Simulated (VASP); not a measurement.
# Rb (P6/mmm) in VASP: a series of runs, part 2 of 2

VASP 6.6.1.

## 4. Single point, PBE

This run uses another cell than the first one: it holds 3 atoms, not 1.

INCAR reads:

```
PREC = Accurate
ENCUT = 520
EDIFF = 1E-6
ISMEAR = -1
SIGMA = 0.08
LREAL = False
LASPH = True
NELM = 100
ALGO = Normal
ISIF = 2
LWAVE = False
LCHARG = True
GGA = PE
LELF = True
LVHAR = True
NBANDS = 20
```

KPOINTS reads:

```
Automatic mesh
0
Gamma
  5 5 7
```

POSCAR reads:

```
Rb
1.0
    7.1909782681      0.0000000000      0.0000000000
   -3.5954891340      6.2275698582      0.0000000000
    0.0000000000      0.0000000000      4.2880513492
Rb
3
Direct
    0.0000000000      0.0000000000      0.0000000000
    0.3333333333      0.6666666667      0.5000000000
    0.6666666667      0.3333333333      0.5000000000
```

Potentials or basis: VASP PAW PBE potentials, release 64 (Rb_sv).

Launch:

```console
cat potpaw_PBE.64/Rb_sv/POTCAR > POTCAR
mpirun -np 1 vasp_std > vasp.out
```

OUTCAR:

```text
PREC = Accurate
   ENCUT = 520
   EDIFF = 1E-6
   ISMEAR = -1
   LREAL = False
   LASPH = True
   NELM = 100
   ISIF = 2
   GGA = PE

 ion  position               nearest neighbor table
   1  0.000  0.000  0.000-   2 4.67   3 4.67   2 4.67   3 4.67   2 4.67   2 4.67   3 4.67   3 4.67
                             3 4.67   3 4.67   2 4.67   2 4.67
   2  0.333  0.667  0.500-   3 4.15   3 4.15   3 4.15   1 4.67   1 4.67   1 4.67   1 4.67   1 4.67
                             1 4.67
   3  0.667  0.333  0.500-   2 4.15   2 4.15   2 4.15   1 4.67   1 4.67   1 4.67   1 4.67   1 4.67
                             1 4.67

  LATTYP: Found a hexagonal cell.
 ALAT       =     7.1909782681
 C/A-ratio  =     0.5963098746

  Lattice vectors:

 A1 = (   7.1909782681,   0.0000000000,   0.0000000000)
 A2 = (  -3.5954891340,   6.2275698582,   0.0000000000)
 A3 = (   0.0000000000,   0.0000000000,   4.2880513492)

Analysis of symmetry for initial positions (statically):
=====================================================================
 Subroutine PRICEL returns:
 Original cell was already a primitive cell.

 Routine SETGRP: Setting up the symmetry group for a
 hexagonal supercell.

 Subroutine GETGRP returns: Found 24 space group operations
 (whereof 24 operations were pure point group operations)
 out of a pool of 24 trial point group operations.

The static configuration has the point symmetry D_6h.

Analysis of symmetry for dynamics (positions and initial velocities):
=====================================================================
 Subroutine PRICEL returns:
 Original cell was already a primitive cell.

 Routine SETGRP: Setting up the symmetry group for a
 hexagonal supercell.

 Subroutine GETGRP returns: Found 24 space group operations
 (whereof 24 operations were pure point group operations)
 out of a pool of 24 trial point group operations.

[... 111 lines left out ...]
   EFERMI =   0.00;   METHOD = LEGACY
   ISMEAR =    -1;   SIGMA  =   0.08  broadening in eV -4-tet -1-fermi 0-gaus
   EFERMI_NEDOS =   21; number of points for ismear=-14 and -15
   IALGO  =     38    algorithm
   IMIX   =      4    mixing-type and parameters
     AMIX     =   0.40;   BMIX     =  1.00
     AMIX_MAG =   1.60;   BMIX_MAG =  1.00
  volume/ion in A,a.u.               =      64.01       431.96
  Fermi-wavevector in a.u.,A,eV,Ry     =   0.851283  1.608691  9.859905  0.724683
  Thomas-Fermi vector in A             =   1.967392
   LORBIT       =      0    0 simple, 1 ext, 2 COOP (PROOUT), +10 PAW based schemes
   GGA     = PE    functional components
   LHFCALC =     F    Hartree Fock is set to
   AEXX    =    0.0000 exact exchange contribution
   IVDW    =     0    specifies the selected vdW correction
   LEPSILON=     F    determine dielectric tensor
   LRPA    =     F    only Hartree local field effects (RPA)
 non-spin polarized calculation
  energy-cutoff  :      520.00
  volume of cell :      192.03
 maximum number of plane-waves:      5212
 NGX is ok and might be reduce to    54

 number of electron      26.9999999 magnetization

 Free energy of the ion-electron system (eV)
  ---------------------------------------------------
  ext. energy  EPLUGINS =         0.00000000
  ---------------------------------------------------
  free energy    TOTEN  =        -2.44475862 eV

  energy without entropy =       -2.39537525  energy(sigma->0) =       -2.42006694

 E-fermi :   0.9640     XC(G=0):  -6.3942

 val. band max:        0.9358199108   @ k =   0.2000   0.2000   0.1429
 cond. band min:       0.9670976993   @ k =   0.2000   0.2000   0.1429
 fundamental gap:      0.0312777884
 Fermi energy:         0.9639881023

 k-point     1 :       0.0000    0.0000    0.0000
  band No.  band energies     occupation
      1     -27.8984      2.00000
      2     -27.8717      2.00000
      3     -27.7445      2.00000
      4     -12.1183      2.00000
      5     -12.1183      2.00000
      6     -11.9686      2.00000
[... 449 lines left out ...]
     19       3.3548      0.00000
     20       3.9183      0.00000

------------------------ aborting loop because EDIFF is reached ----------------------------------------

  FORCE on cell =-STRESS in cart. coord.  units (eV):
  Direction    XX          YY          ZZ          XY          YZ          ZX
  --------------------------------------------------------------------------------------
  -------------------------------------------------------------------------------------
  Total        2.2777542      2.2777542      2.2761401      0.0000000      0.0000000      0.0000000
  in kB       19.0042562     19.0042562     18.9907889      0.0000000      0.0000000      0.0000000
  external PRESSURE =      18.9997671 kB  Pullay stress =       0.0000000 kB

 VOLUME and BASIS-vectors are now :
 -----------------------------------------------------------------------------
  energy-cutoff  :      520.00
  volume of cell :      192.03
      direct lattice vectors                 reciprocal lattice vectors
     7.190978268  0.000000000  0.000000000     0.139063138  0.080288140  0.000000000
    -3.595489134  6.227569858  0.000000000     0.000000000  0.160576280  0.000000000
     0.000000000  0.000000000  4.288051349     0.000000000  0.000000000  0.233206163

 POSITION                                       TOTAL-FORCE (eV/Angst)
 -----------------------------------------------------------------------------------
      0.00000      0.00000      0.00000        -0.000000      0.000000      0.000000
     -0.00000      4.15171      2.14403         0.000000     -0.000000      0.000000
      3.59549      2.07586      2.14403        -0.000000      0.000000     -0.000000
 -----------------------------------------------------------------------------------
    total drift:                                0.000000      0.000000      0.000000

  FREE ENERGIE OF THE ION-ELECTRON SYSTEM (eV)
  ---------------------------------------------------
  free  energy   TOTEN  =        -2.4447586183 eV

  energy  without entropy=       -2.3953752522  energy(sigma->0) =       -2.42006694
```

OSZICAR:

```text
N       E                     dE             d eps       ncg     rms          rms(c)
DAV:   1     0.176954596860E+03    0.17695E+03   -0.10657E+04   800   0.107E+03
DAV:   2     0.134366785251E+02   -0.16352E+03   -0.16045E+03  1016   0.219E+02
DAV:   3    -0.183136503547E+01   -0.15268E+02   -0.15202E+02  1228   0.636E+01
DAV:   4    -0.243618186712E+01   -0.60482E+00   -0.60385E+00  1164   0.114E+01
DAV:   5    -0.244958293364E+01   -0.13401E-01   -0.13400E-01  1096   0.157E+00    0.339E+00
DAV:   6    -0.244424850941E+01    0.53344E-02   -0.14903E-02  1220   0.619E-01    0.211E+00
DAV:   7    -0.244454441394E+01   -0.29590E-03   -0.19510E-02   944   0.759E-01    0.160E-01
DAV:   8    -0.244474043073E+01   -0.19602E-03   -0.17376E-03  1120   0.234E-01    0.510E-02
DAV:   9    -0.244475324266E+01   -0.12812E-04   -0.71915E-05  1032   0.512E-02    0.195E-02
DAV:  10    -0.244475938652E+01   -0.61439E-05   -0.13810E-05  1160   0.245E-02    0.325E-03
DAV:  11    -0.244475861827E+01    0.76824E-06   -0.80740E-07   616   0.541E-03
   1 F= -.24447586E+01 E0= -.24200669E+01  d E =-.493834E-01
```

stdout:

```text
POSCAR found type information on POSCAR Rb
 POSCAR found :  1 types and       3 ions
 scaLAPACK will be used
 LDA part: xc-table for (Slater+PW92), standard interpolation
 POSCAR, INCAR and KPOINTS ok, starting setup
 FFT: planning ... GRIDC
 FFT: planning ... GRID_SOFT
 FFT: planning ... GRID
 WAVECAR not read
 entering main loop
```

Run time: 1.9 min. Hardware: 1 thread of Intel Xeon 8259CL, shared host; peak memory 0.31 GiB.

What came out:

| Item | Value |
| --- | --- |
| Free energy | -2.4448 eV |
| Pressure | 1.9 GPa |
| Band gap on the k mesh | zero (an odd number of electrons rules out a gap without spin polarisation) |
